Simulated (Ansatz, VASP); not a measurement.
Be in VASP and in Ansatz

Contents of INCAR:

```
ALGO = Normal
EDIFF = 1E-6
EDIFFG = -0.01
ENCUT = 600
GGA = PE
IBRION = 2
ISIF = 3
ISMEAR = 0
LASPH = True
LCHARG = False
LREAL = False
LWAVE = False
NELM = 80
NSW = 100
PREC = Accurate
SIGMA = 0.1
```

KPOINTS

```
k-points
0
Gamma
  27 27 16
```

The input POSCAR:

```
Be
1.0
    2.2638933596      0.0000000000      0.0000000000
   -1.1319466798      1.9605891609      0.0000000000
    0.0000000000      0.0000000000      3.5500712201
Be
2
Direct
    0.3333333333      0.6666666667      0.2500000000
    0.6666666667      0.3333333333      0.7500000000
```

Input for Ansatz:

```yaml
crystal:
  lattice:
    - [2.2638933596, 0.0, 0.0]
    - [-1.1319466798, 1.9605891609, 0.0]
    - [0.0, 0.0, 3.5500712201]
  atoms:
    - { symbol: Be, position: [0.3333333333, 0.6666666667, 0.25] }
    - { symbol: Be, position: [0.6666666667, 0.3333333333, 0.75] }
basis:
  ecutwfc: 420
kpoints:
  mp_grid: { grid: [27, 27, 16] }
hamiltonian:
  xc: pbe
scf:
  occupations: { method: gaussian, width: 0.1 }
output:
  forces: true
  stress: true
  eigenvalues: true
relax:
  adjacent_minimum: "off"
  f_tol: 0.01
  max_steps: 80
  cell: { stress_tol: 0.05 }
```

Change from the starting cell: the structure that the rattled omega type (P6/mmm, No. 191) fell into.

Alike in both runs: task relaxation of cell and atoms; functional PBE; k mesh 27 × 27 × 16; occupations gaussian, width 0.1 eV; no spin polarisation.

|  | VASP | Ansatz |
| --- | --- | --- |
| version | VASP 6.6.1 | Ansatz 0.2.0 |
| potentials or method | VASP PAW PBE potentials, release 64 (Be), cutoff 600 eV | scalar-relativistic, plane waves, PAW |
| valence electrons in the cell | 4 | 4 |

Ansatz gave:

| Quantity | Value |
| --- | --- |
| gap on the k mesh at the Fermi level, each at its own relaxed structure (eV) | none |
| relaxed volume (Å³/atom) | 7.91 |
| relaxed cell length with the largest relative difference (Å) | 2.265 |

Task: What did VASP give for the same quantities?

Result: gap on the k mesh at the Fermi level, each at its own relaxed structure (eV): none; relaxed volume (Å³/atom): 7.92; relaxed cell length with the largest relative difference (Å): 2.266.

A gap of «none» marks a metal or a gap that the smearing closes.
